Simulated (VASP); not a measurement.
The system is RbGe2Sb3.

```xyz
6
Lattice="6.6815 0.0000 0.0000 -3.3408 5.7864 0.0000 0.0000 0.0000 4.0685" Properties=species:S:1:pos:R:3 pbc="T T T"
Rb    0.0000    0.0000    0.0000
Ge    0.0000    3.8576    0.0000
Ge    3.3408    1.9288    0.0000
Sb    3.3408    0.0000    2.0342
Sb    1.6704    2.8932    2.0342
Sb   -1.6704    2.8932    2.0342
```

```yaml
Program: VASP 6.6.1
Task: relaxation of cell and atoms
Functional: PBE
Potentials_or_basis: VASP PAW PBE potentials, release 64 (Rb_sv, Ge_d, Sb)
Cutoff: 600 eV
k_mesh: 3 × 3 × 4
Occupations: gaussian, width 0.1 eV
Spin: no spin polarisation
```

At the start: pressure 8.6 GPa; volume 26.22 Å³/atom.

Q: Where does the relaxation end?

A: Over 6 steps the energy falls by 116.5 meV/atom and the volume is 31.03 Å³/atom (+18.3 %); space group P6/mmm (No. 191, to 0.1 Å) before and after.

Step by step:
```tsv
step	energy change (eV)	largest force (eV/Å)	pressure (GPa)	volume (Å³)
1	0.0000	0.0000	8.62	157.30
2	-0.6440	0.0000	-1.21	191.61
3	-0.6652	0.0000	-0.05	185.35
4	-0.6652	0.0000	-0.12	185.94
5	-0.6933	0.0000	-0.10	186.09
6	-0.6991	0.0000	-0.04	186.15
```

Final structure:
```
CELL_PARAMETERS angstrom
7.18464 0.00000 0.00000
-3.59232 6.22208 0.00000
0.00000 0.00000 4.16421
ATOMIC_POSITIONS crystal
Rb 0.00000 0.00000 0.00000
Ge 0.33333 0.66667 0.00000
Ge 0.66667 0.33333 0.00000
Sb 0.50000 0.00000 0.50000
Sb 0.50000 0.50000 0.50000
Sb 0.00000 0.50000 0.50000
```

Caveat: the k points lie up to 0.38 Å⁻¹ apart in the final cell, too coarse for converged energies and pressures of a metal; the volume moved by over 15 % at a fixed basis, so the end points are rough.
